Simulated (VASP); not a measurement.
# CdSe (P6_3/mmc) in VASP: notebook

CdSe is run at these levels: PBE, PBEsol; tasks: single point.

Everything below comes from runs of VASP 6.6.1. Logs are shortened: lines on timing, memory, paths and dates and some standing lists are left out, and cuts for length are marked.

### 1 The cell of the first run

The structure is hexagonal, space group P6_3/mmc (No. 194). Conventional cell: a = 4.602 Å, b = 4.602 Å, c = 6.002 Å, α = 90.00°, β = 90.00°, γ = 120.00°. Within 3.5 Å of Cd (site symmetry -6m2) lie 5 Se at 2.66 to 3.00 Å. Se (site symmetry -6m2) has 5 Cd at 2.66 to 3.00 Å within 3.5 Å.

### 2 Single point, PBE

File INCAR:

```
ALGO = Normal
EDIFF = 1E-6
ENCUT = 500
GGA = PE
GGA_COMPAT = F
ISIF = 2
ISMEAR = 0
LASPH = T
LCHARG = F
LREAL = F
LWAVE = F
NBANDS = 26
NELM = 120
PREC = Accurate
SIGMA = 0.01
```

File KPOINTS:

```
k-points
0
Gamma
  8 8 1
```

File POSCAR:

```
CdSe
1.0
    4.6022437423      0.0000000000      0.0000000000
   -2.3011218711      3.9856599953      0.0000000000
    0.0000000000      0.0000000000      6.0016225389
Cd Se
2 2
Direct
    0.3333333333      0.6666666667      0.2500000000
    0.6666666667      0.3333333333      0.7500000000
    0.6666666667      0.3333333333      0.2500000000
    0.3333333333      0.6666666667      0.7500000000
```

Potentials or basis: VASP PAW PBE potentials, release 64 (Cd, Se).

On the command line:

```console
$ cat potpaw_PBE.64/Cd/POTCAR potpaw_PBE.64/Se/POTCAR > POTCAR
$ mpirun -np 1 vasp_std > vasp.out
```

OUTCAR:

```text
EDIFF = 1E-6
   ENCUT = 500
   GGA = PE
   ISIF = 2
   ISMEAR = 0
   LASPH = T
   LREAL = F
   NELM = 120
   PREC = Accurate

 ion  position               nearest neighbor table
   1  0.333  0.667  0.250-   3 2.66   3 2.66   3 2.66   4 3.00   4 3.00
   2  0.667  0.333  0.750-   4 2.66   4 2.66   4 2.66   3 3.00   3 3.00
   3  0.667  0.333  0.250-   1 2.66   1 2.66   1 2.66   2 3.00   2 3.00
   4  0.333  0.667  0.750-   2 2.66   2 2.66   2 2.66   1 3.00   1 3.00

  LATTYP: Found a hexagonal cell.
 ALAT       =     4.6022437423
 C/A-ratio  =     1.3040644683

  Lattice vectors:

 A1 = (   4.6022437423,   0.0000000000,   0.0000000000)
 A2 = (  -2.3011218711,   3.9856599953,   0.0000000000)
 A3 = (   0.0000000000,   0.0000000000,   6.0016225389)

Analysis of symmetry for initial positions (statically):
=====================================================================
 Subroutine PRICEL returns:
 Original cell was already a primitive cell.

 Routine SETGRP: Setting up the symmetry group for a
 hexagonal supercell.

 Subroutine GETGRP returns: Found 24 space group operations
 (whereof 12 operations were pure point group operations)
 out of a pool of 24 trial point group operations.

The static configuration has the point symmetry D_3d.
 The point group associated with its full space group is D_6h.

Analysis of symmetry for dynamics (positions and initial velocities):
=====================================================================
 Subroutine PRICEL returns:
 Original cell was already a primitive cell.

 Routine SETGRP: Setting up the symmetry group for a
 hexagonal supercell.

 Subroutine GETGRP returns: Found 24 space group operations
 (whereof 12 operations were pure point group operations)
 out of a pool of 24 trial point group operations.

The dynamic configuration has the point symmetry D_3d.
 The point group associated with its full space group is D_6h.

 Subroutine INISYM returns: Found 24 space group operations
 (whereof 12 operations are pure point group operations),
 and found     1 'primitive' translations

----------------------------------------------------------------------------------------

                                     Primitive cell

  volume of cell :     110.0876

  direct lattice vectors                    reciprocal lattice vectors
     4.602243742  0.000000000  0.000000000     0.217285319  0.125449737  0.000000000
    -2.301121871  3.985659995  0.000000000     0.000000000  0.250899475  0.000000000
     0.000000000  0.000000000  6.001622539     0.000000000  0.000000000  0.166621608

  length of vectors
     4.602243742  4.602243742  6.001622539     0.250899475  0.250899475  0.166621608

  position of ions in fractional coordinates (direct lattice)
     0.333333333  0.666666667  0.250000000
     0.666666667  0.333333333  0.750000000
     0.666666667  0.333333333  0.250000000
     0.333333333  0.666666667  0.750000000

  ion indices of the primitive-cell ions
   primitive index   ion index
                 1           1
                 2           2
                 3           3
                 4           4

----------------------------------------------------------------------------------------

 KPOINTS: k-points

Automatic generation of k-mesh.
 Grid dimensions read from file:
 generate k-points for:    8    8    1

 Generating k-lattice:

  Cartesian coordinates                     Fractional coordinates (reciprocal lattice)
     0.027160665  0.015681217  0.000000000     0.125000000 -0.000000000  0.000000000
     0.000000000  0.031362434  0.000000000     0.000000000  0.125000000  0.000000000
     0.000000000  0.000000000  0.166621608     0.000000000  0.000000000  1.000000000

  Length of vectors
     0.031362434  0.031362434  0.166621608

  Shift w.r.t. Gamma in fractional coordinates (k-lattice)
     0.000000000  0.000000000  0.000000000

 Subroutine IBZKPT returns following result:
 ===========================================

 Found     10 irreducible k-points:

 Following reciprocal coordinates:
            Coordinates               Weight
  0.000000  0.000000  0.000000      1.000000
  0.125000  0.000000  0.000000      6.000000
  0.250000  0.000000  0.000000      6.000000
  0.375000  0.000000  0.000000      6.000000
  0.500000  0.000000  0.000000      3.000000
  0.125000  0.125000  0.000000      6.000000
  0.250000  0.125000  0.000000     12.000000
  0.375000  0.125000  0.000000     12.000000
  0.250000  0.250000  0.000000      6.000000
  0.375000  0.250000  0.000000      6.000000
   k-points           NKPTS =     10   k-points in BZ     NKDIM =     10   number of bands    NBANDS=     26
   number of dos      NEDOS =    301   number of ions     NIONS =      4
   total plane-waves  NPLWV =  62208
   dimension x,y,z NGX =    36 NGY =   36 NGZ =   48
   dimension x,y,z NGXF=    72 NGYF=   72 NGZF=   96
   ions per type =               2   2
   NGX,Y,Z   is equivalent  to a cutoff of  13.00, 13.00, 13.30 a.u.
   NGXF,Y,Z  is equivalent  to a cutoff of  26.01, 26.01, 26.59 a.u.
 SYSTEM =  unknown system
   PREC   = accura    normal or accurate (medium, high low for compatibility)
   ISTART =      0    job   : 0-new  1-cont  2-samecut
   ICHARG =      2    charge: 1-file 2-atom 10-const
   ISPIN  =      1    spin polarized calculation?
   LNONCOLLINEAR =      F non collinear calculations
   LSORBIT =      F    spin-orbit coupling
   LASPH  =      T    aspherical Exc in radial PAW
   ENCUT  =  500.0 eV  36.75 Ry    6.06 a.u.   8.39  8.39 10.94*2*pi/ulx,y,z
   NELM   =    120;   NELMIN=  2; NELMDL= -5     # of ELM steps
   EDIFF  = 0.1E-05   stopping-criterion for ELM
   LREAL  =      F    real-space projection
   EDIFFG = 0.1E-04   stopping-criterion for IOM
   NSW    =      0    number of steps for IOM
   IBRION =     -1    ionic relax: 0-MD 1-quasi-New 2-CG
   NFREE  =      0    steps in history (QN), initial steepest desc. (CG)
   ISIF   =      2    stress and relaxation
   ISYM   =      2    0-nonsym 1-usesym 2-fastsym
   POTIM  = 0.5000    time-step for ionic-motion
   TEBEG  =    0.0;   TEEND  =   0.0 temperature during run
   PSTRESS=    0.0 pullay stress
   NELECT =      36.0000    total number of electrons
   NUPDOWN=      -1.0000    fix difference up-down
   EMIN   =  10.00;   EMAX   =-10.00  energy-range for DOS
   EFERMI =   0.00;   METHOD = LEGACY
   ISMEAR =     0;   SIGMA  =   0.01  broadening in eV -4-tet -1-fermi 0-gaus
   EFERMI_NEDOS =   21; number of points for ismear=-14 and -15
   IALGO  =     38    algorithm
   IMIX   =      4    mixing-type and parameters
     AMIX     =   0.40;   BMIX     =  1.00
     AMIX_MAG =   1.60;   BMIX_MAG =  1.00
  volume/ion in A,a.u.               =      27.52       185.73
  Fermi-wavevector in a.u.,A,eV,Ry     =   1.127880  2.131384 17.308146  1.272113
  Thomas-Fermi vector in A             =   2.264568
   LORBIT       =      0    0 simple, 1 ext, 2 COOP (PROOUT), +10 PAW based schemes
   GGA     = PE    functional components
   LHFCALC =     F    Hartree Fock is set to
   AEXX    =    0.0000 exact exchange contribution
   IVDW    =     0    specifies the selected vdW correction
   LEPSILON=     F    determine dielectric tensor
   LRPA    =     F    only Hartree local field effects (RPA)
 non-spin polarized calculation
 Gauss-broadening in eV      SIGMA  =   0.01
  energy-cutoff  :      500.00
  volume of cell :      110.09
 maximum number of plane-waves:      2807
 NGX is ok and might be reduce to    36
   NGX = 17   NGY = 17   NGZ = 21

 number of electron      36.0000008 magnetization

 Free energy of the ion-electron system (eV)
  ---------------------------------------------------
  ext. energy  EPLUGINS =         0.00000000
  ---------------------------------------------------
  free energy    TOTEN  =       -11.50466553 eV

  energy without entropy =      -11.50466553  energy(sigma->0) =      -11.50466553

 E-fermi :   1.0859     XC(G=0):  -9.0134

 val. band max:        1.0351177687   @ k =   0.0000   0.0000   0.0000
 cond. band min:       1.4618432317   @ k =   0.0000   0.0000   0.0000
 fundamental gap:      0.4267254630
 Fermi energy:         1.0858854767

 k-point     1 :       0.0000    0.0000    0.0000
  band No.  band energies     occupation
      1     -11.5327      2.00000
      2     -10.9178      2.00000
      3      -6.9263      2.00000
      4      -6.9263      2.00000
      5      -6.9166      2.00000
      6      -6.9166      2.00000
[... 18 lines left out ...]
     25       9.2868      0.00000
     26      10.0087      0.00000

 k-point     2 :       0.1250    0.0000    0.0000
  band No.  band energies     occupation
      1     -11.4847      2.00000
      2     -10.9080      2.00000
      3      -6.9043      2.00000
      4      -6.9019      2.00000
      5      -6.8906      2.00000
      6      -6.8899      2.00000
[... 18 lines left out ...]
     25       8.9774      0.00000
     26       9.6376      0.00000

 k-point     3 :       0.2500    0.0000    0.0000
  band No.  band energies     occupation
      1     -11.3592      2.00000
      2     -10.8925      2.00000
      3      -6.8491      2.00000
      4      -6.8306      2.00000
      5      -6.8235      2.00000
      6      -6.8000      2.00000
[... 18 lines left out ...]
     25       9.0508      0.00000
     26       9.1960      0.00000

 k-point     4 :       0.3750    0.0000    0.0000
  band No.  band energies     occupation
      1     -11.2090      2.00000
      2     -10.8993      2.00000
      3      -6.7918      2.00000
      4      -6.7533      2.00000
      5      -6.7278      2.00000
      6      -6.6531      2.00000
[... 18 lines left out ...]
     25       9.1113      0.00000
     26       9.4019      0.00000
[... 90 lines left out ...]
      1     -11.1294      2.00000
      2     -10.9195      2.00000
      3      -6.7738      2.00000
      4      -6.7291      2.00000
      5      -6.6662      2.00000
      6      -6.6434      2.00000
[... 18 lines left out ...]
     25       9.4509      0.00000
     26      10.2013      0.00000

 k-point     9 :       0.2500    0.2500    0.0000
  band No.  band energies     occupation
      1     -11.1305      2.00000
      2     -10.9190      2.00000
      3      -6.7817      2.00000
      4      -6.7341      2.00000
      5      -6.6726      2.00000
      6      -6.6456      2.00000
[... 18 lines left out ...]
     25       9.4292      0.00000
     26       9.8219      0.00000

 k-point    10 :       0.3750    0.2500    0.0000
  band No.  band energies     occupation
      1     -11.0472      2.00000
      2     -10.9602      2.00000
      3      -6.7582      2.00000
      4      -6.7029      2.00000
      5      -6.6531      2.00000
      6      -6.6395      2.00000
[... 18 lines left out ...]
     25       8.8533      0.00000
     26       9.0814      0.00000

------------------------ aborting loop because EDIFF is reached ----------------------------------------

  FORCE on cell =-STRESS in cart. coord.  units (eV):
  Direction    XX          YY          ZZ          XY          YZ          ZX
  --------------------------------------------------------------------------------------
  -------------------------------------------------------------------------------------
  Total       -0.2697932     -0.2697932     -1.8445345     -0.0000000      0.0000000      0.0000000
  in kB       -3.9264770     -3.9264770    -26.8447167     -0.0000000      0.0000000      0.0000000
  external PRESSURE =     -11.5658902 kB  Pullay stress =       0.0000000 kB

 VOLUME and BASIS-vectors are now :
 -----------------------------------------------------------------------------
  energy-cutoff  :      500.00
  volume of cell :      110.09
      direct lattice vectors                 reciprocal lattice vectors
     4.602243742  0.000000000  0.000000000     0.217285319  0.125449737  0.000000000
    -2.301121871  3.985659995  0.000000000     0.000000000  0.250899475  0.000000000
     0.000000000  0.000000000  6.001622539     0.000000000  0.000000000  0.166621608

 POSITION                                       TOTAL-FORCE (eV/Angst)
 -----------------------------------------------------------------------------------
     -0.00000      2.65711      1.50041         0.000000      0.000000     -0.000000
      2.30112      1.32855      4.50122        -0.000000      0.000000     -0.000000
      2.30112      1.32855      1.50041         0.000000      0.000000      0.000000
     -0.00000      2.65711      4.50122        -0.000000     -0.000000      0.000000
 -----------------------------------------------------------------------------------
    total drift:                                0.000000     -0.000000      0.000000

  FREE ENERGIE OF THE ION-ELECTRON SYSTEM (eV)
  ---------------------------------------------------
  free  energy   TOTEN  =       -11.5046655339 eV

  energy  without entropy=      -11.5046655339  energy(sigma->0) =      -11.50466553
```

Run time: 40 s. Hardware: 1 thread of AMD EPYC 7R13 (Zen 3), shared host; peak memory 0.2 GiB.

What came out:

| Property | Result |
| --- | --- |
| Free energy | -11.5047 eV |
| Pressure | -1.2 GPa |
| Band gap on the k mesh | 0.43 eV, direct |

Levels at points of the mesh, in eV from the valence-band top:
```csv
k point,band 15,band 16,band 17,band 18,band 19,band 20,band 21,band 22
"(0.00, 0.00, 0.00)",-1.26,-0.27,-0.27,0.00,0.43,0.57,5.18,5.18
"(0.50, 0.00, 0.00)",-2.39,-2.23,-1.12,-1.03,2.05,3.33,6.01,6.79
```

Caveat: the k points lie up to 1.05 Å⁻¹ apart. Expect the measured gap to be larger: semilocal functionals such as PBE lack the derivative discontinuity.

### 3 Single point, PBE

File INCAR:

```
PREC     = Accurate       # precision mode
ENCUT    = 500            # plane-wave cutoff, eV
EDIFF    = 1E-6           # SCF threshold, eV
ISMEAR   = -5             # smearing method
SIGMA    = 0.1            # smearing width, eV
LREAL    = False          # projectors in reciprocal space
LASPH    = True           # aspherical terms in the spheres
NELM     = 120            # most SCF steps
ALGO     = Normal         # electronic algorithm
ISIF     = 2              # what is computed and relaxed
LWAVE    = False          # write WAVECAR
LCHARG   = False          # write CHGCAR
GGA      = PE             # functional
NBANDS   = 26             # bands
GGA_COMPAT= False
```

File KPOINTS:

```
regular mesh
0
Gamma
  6 6 4
```

POSCAR is that of step 2.

Potentials or basis: VASP PAW PBE potentials, release 64 (Cd, Se).

On the command line:

```console
$ cat potpaw_PBE.64/Cd/POTCAR potpaw_PBE.64/Se/POTCAR > POTCAR
$ mpirun -np 1 vasp_std > vasp.out
```

OUTCAR:

```text
PREC = Accurate
   ENCUT = 500
   EDIFF = 1E-6
   ISMEAR = -5
   LREAL = False
   LASPH = True
   NELM = 120
   ISIF = 2
   GGA = PE

 ion  position               nearest neighbor table
   1  0.333  0.667  0.250-   3 2.66   3 2.66   3 2.66   4 3.00   4 3.00
   2  0.667  0.333  0.750-   4 2.66   4 2.66   4 2.66   3 3.00   3 3.00
   3  0.667  0.333  0.250-   1 2.66   1 2.66   1 2.66   2 3.00   2 3.00
   4  0.333  0.667  0.750-   2 2.66   2 2.66   2 2.66   1 3.00   1 3.00

  LATTYP: Found a hexagonal cell.
 ALAT       =     4.6022437423
 C/A-ratio  =     1.3040644683

  Lattice vectors:

 A1 = (   4.6022437423,   0.0000000000,   0.0000000000)
 A2 = (  -2.3011218711,   3.9856599953,   0.0000000000)
 A3 = (   0.0000000000,   0.0000000000,   6.0016225389)

Analysis of symmetry for initial positions (statically):
=====================================================================
 Subroutine PRICEL returns:
 Original cell was already a primitive cell.

 Routine SETGRP: Setting up the symmetry group for a
 hexagonal supercell.

 Subroutine GETGRP returns: Found 24 space group operations
[... 169 lines left out ...]

 E-fermi :   1.2324     XC(G=0):  -9.0098

 val. band max:        1.2171344488   @ k =   0.3333   0.3333   0.5000
 cond. band min:       1.4452600999   @ k =   0.0000   0.0000   0.0000
 fundamental gap:      0.2281256511
 Fermi energy:         1.2324467223

 k-point     1 :       0.0000    0.0000    0.0000
  band No.  band energies     occupation
      1     -11.4558      2.00000
      2     -10.8297      2.00000
      3      -6.8755      2.00000
      4      -6.8755      2.00000
      5      -6.8657      2.00000
      6      -6.8657      2.00000
[... 598 lines left out ...]
     25       8.1024      0.00000
     26       8.1024      0.00000

------------------------ aborting loop because EDIFF is reached ----------------------------------------

  FORCE on cell =-STRESS in cart. coord.  units (eV):
  Direction    XX          YY          ZZ          XY          YZ          ZX
  --------------------------------------------------------------------------------------
  -------------------------------------------------------------------------------------
  Total        1.2888361      1.2888361      1.0379115      0.0000000     -0.0000000     -0.0000000
  in kB       18.7572738     18.7572738     15.1054048      0.0000000     -0.0000000     -0.0000000
  external PRESSURE =      17.5399842 kB  Pullay stress =       0.0000000 kB

 VOLUME and BASIS-vectors are now :
 -----------------------------------------------------------------------------
  energy-cutoff  :      500.00
  volume of cell :      110.09
      direct lattice vectors                 reciprocal lattice vectors
     4.602243742  0.000000000  0.000000000     0.217285319  0.125449737  0.000000000
    -2.301121871  3.985659995  0.000000000     0.000000000  0.250899475  0.000000000
     0.000000000  0.000000000  6.001622539     0.000000000  0.000000000  0.166621608

 POSITION                                       TOTAL-FORCE (eV/Angst)
 -----------------------------------------------------------------------------------
     -0.00000      2.65711      1.50041         0.000000      0.000000      0.000000
      2.30112      1.32855      4.50122         0.000000      0.000000     -0.000000
      2.30112      1.32855      1.50041        -0.000000      0.000000     -0.000000
     -0.00000      2.65711      4.50122         0.000000     -0.000000     -0.000000
 -----------------------------------------------------------------------------------
    total drift:                                0.000000     -0.000000      0.000000

  FREE ENERGIE OF THE ION-ELECTRON SYSTEM (eV)
  ---------------------------------------------------
  free  energy   TOTEN  =       -10.5524221463 eV

  energy  without entropy=      -10.5524221463  energy(sigma->0) =      -10.55242215
```

OSZICAR:

```text
N       E                     dE             d eps       ncg     rms          rms(c)
DAV:   1     0.238157524130E+03    0.23816E+03   -0.16679E+04  1092   0.121E+03
DAV:   2     0.140754977928E+01   -0.23675E+03   -0.22952E+03  1200   0.305E+02
DAV:   3    -0.113094780377E+02   -0.12717E+02   -0.12639E+02  1310   0.713E+01
DAV:   4    -0.114187442363E+02   -0.10927E+00   -0.10908E+00  1206   0.609E+00
DAV:   5    -0.114193923838E+02   -0.64815E-03   -0.64812E-03  1216   0.466E-01    0.817E+00
DAV:   6    -0.105988504473E+02    0.82054E+00   -0.13629E+00  1190   0.113E+01    0.670E+00
DAV:   7    -0.105520271449E+02    0.46823E-01   -0.54185E-01  1168   0.375E+00    0.291E+00
DAV:   8    -0.105523165796E+02   -0.28943E-03   -0.50214E-02  1162   0.226E+00    0.395E-01
DAV:   9    -0.105521658354E+02    0.15074E-03   -0.77199E-03  1212   0.986E-01    0.985E-02
DAV:  10    -0.105523202500E+02   -0.15441E-03   -0.95044E-04  1144   0.325E-01    0.742E-02
DAV:  11    -0.105524471814E+02   -0.12693E-03   -0.29327E-04  1140   0.108E-01    0.239E-02
DAV:  12    -0.105524189268E+02    0.28255E-04   -0.86490E-05  1188   0.927E-02    0.974E-03
DAV:  13    -0.105524226106E+02   -0.36838E-05   -0.19808E-05  1138   0.200E-02    0.882E-03
DAV:  14    -0.105524221463E+02    0.46427E-06   -0.10946E-06   846   0.699E-03
   1 F= -.10552422E+02 E0= -.10552422E+02  d E =0.000000E+00
```

It took 71 s on 1 thread of AMD EPYC 7R13 (Zen 3), shared host; peak memory 0.22 GiB.

Results:

```yaml
Free_energy: -10.5524 eV
Pressure: 1.8 GPa
Band_gap_on_the_k_mesh: 0.23 eV, indirect (least direct gap 0.43 eV)
```

Levels at points of the mesh, in eV from the valence-band top:
```csv
k point,band 16,band 17,band 18,band 19,band 20,band 21
"(0.00, 0.00, 0.00)",-0.34,-0.34,-0.20,0.23,0.40,5.03
"(0.50, 0.00, 0.00)",-2.44,-1.33,-1.11,1.88,3.19,5.82
"(0.00, 0.00, 0.50)",-0.84,-0.84,-0.84,2.27,2.27,5.24
"(0.50, 0.00, 0.50)",-1.83,-0.42,-0.42,3.24,3.24,4.50
```

[end of part 1 of 2]
